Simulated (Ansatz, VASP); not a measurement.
# Hg: VASP beside Ansatz

File INCAR:

```
PREC     = Accurate       # precision mode
ENCUT    = 500            # plane-wave cutoff, eV
EDIFF    = 1E-6           # SCF threshold, eV
ISMEAR   = 0              # smearing method
SIGMA    = 0.15           # smearing width, eV
LREAL    = False          # projectors in reciprocal space
LASPH    = True           # aspherical terms in the spheres
NELM     = 120            # most SCF steps
ALGO     = Normal         # electronic algorithm
ISIF     = 2              # what is computed and relaxed
LWAVE    = False          # write WAVECAR
LCHARG   = True           # write CHGCAR
GGA      = PE             # functional
IVDW     = 12             # dispersion correction
LELF     = True           # ELF
LVHAR    = True         
NBANDS   = 48             # bands
GGA_COMPAT= False
```

File KPOINTS:

```
Automatic mesh
0
Gamma
  18 18 6
```

File POSCAR:

```
Hg
1.0
    3.3374995657      0.0000000000      0.0000000000
   -1.6687497829      2.8903594090      0.0000000000
    0.0000000000      0.0000000000      9.0000293231
Hg
4
Direct
    0.0000000000      0.0000000000      0.0000000000
    0.3333333333      0.6666666667      0.2500000000
    0.0000000000      0.0000000000      0.5000000000
    0.6666666667      0.3333333333      0.7500000000
```

Input for Ansatz:

```yaml
crystal:
  lattice:
    - [3.3374995657, 0.0, 0.0]
    - [-1.6687497829, 2.890359409, 0.0]
    - [0.0, 0.0, 9.0000293231]
  atoms:
    - { symbol: Hg, position: [0.0, 0.0, 0.0] }
    - { symbol: Hg, position: [0.3333333333, 0.6666666667, 0.25] }
    - { symbol: Hg, position: [0.0, 0.0, 0.5] }
    - { symbol: Hg, position: [0.6666666667, 0.3333333333, 0.75] }
basis:
  ecutwfc: 420
kpoints:
  mp_grid: { grid: [18, 18, 6] }
hamiltonian:
  xc: pbe
  dispersion: d3bj
scf:
  occupations: { method: gaussian, width: 0.15 }
output:
  forces: true
  stress: true
  eigenvalues: true
```

Change from the starting cell: strain -0.1500 x Voigt [0, 0, 1, 0, 0, 0], atoms carried along.

Alike in both runs: task single point; functional PBE; dispersion D3(BJ); k mesh 18 × 18 × 6; occupations gaussian, width 0.15 eV; no spin polarisation.

|  | VASP | Ansatz |
| --- | --- | --- |
| version | VASP 6.6.1 | Ansatz 0.2.0 |
| potentials or method | VASP PAW PBE potentials, release 64 (Hg_sv_GW), cutoff 500 eV | scalar-relativistic, plane waves, PAW |
| valence electrons in the cell | 80 | 80 |

|  | VASP | Ansatz | Ansatz less VASP |
| --- | --- | --- | --- |
| gap on the k mesh at the Fermi level (eV) | none | none | - |
| pressure (GPa) | 5.6 | 7.1 | +1.43 |
| traceless stress, the component that is largest in VASP (GPa) | 1.35 | 1.32 | -0.031 |

A gap of «none» marks a metal or a gap that the smearing closes.

Spin-orbit coupling is off throughout.
